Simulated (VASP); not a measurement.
**Ge: single point with PBE**

The system is Ge.

```xyz
2
Lattice="4.0187 0.0000 0.0000 -2.0094 3.4803 0.0000 0.0000 0.0000 3.2018" Properties=species:S:1:pos:R:3 pbc="T T T"
Ge    2.0094    1.1601    0.5503
Ge    0.0000    2.3202    2.6515
```

| Item | Value |
| --- | --- |
| Program | VASP 6.6.1 |
| Task | single point |
| Functional | PBE |
| Potentials or basis | VASP PAW PBE potentials, release 64 (Ge_d) |
| Cutoff | 520 eV |
| k mesh | 18 × 18 × 18 |
| Occupations | gaussian, width 0.1 eV |
| Spin | no spin polarisation |
| Dipole correction | no |
| Further INCAR settings | ALGO = Normal; EDIFF = 1e-06; NBANDS = 21 |

The pressure is 0.0 GPa. The band gap on the k mesh is zero (band 14 reaches 8.46 eV, above the bottom of band 15 at 2.20 eV).

Levels at points of the mesh, in eV from the Fermi level:
| k point | band 10 | band 11 | band 12 | band 13 | band 14 | band 15 | band 16 | band 17 | band 18 | band 19 |
| --- | --- | --- | --- | --- | --- | --- | --- | --- | --- | --- |
| (0.00, 0.00, 0.00) | -24.36 | -12.27 | -2.38 | -1.02 | -1.02 | 2.23 | 2.98 | 2.98 | 4.44 | 6.78 |
| (0.50, 0.00, 0.00) | -24.35 | -10.20 | -8.35 | -2.65 | -0.36 | 3.68 | 4.67 | 7.18 | 8.29 | 8.37 |
| (0.00, 0.00, 0.50) | -24.36 | -9.83 | -7.09 | 1.01 | 1.01 | 1.51 | 2.66 | 3.71 | 3.71 | 7.64 |
| (0.50, 0.00, 0.50) | -24.35 | -7.87 | -6.38 | -4.26 | -2.77 | -0.39 | 2.82 | 3.14 | 4.53 | 12.14 |

It took 2.5 min on 1 thread of Intel(R) Xeon(R) 6975P-C (Granite Rapids), on a shared host, peak memory 0.5 GiB.
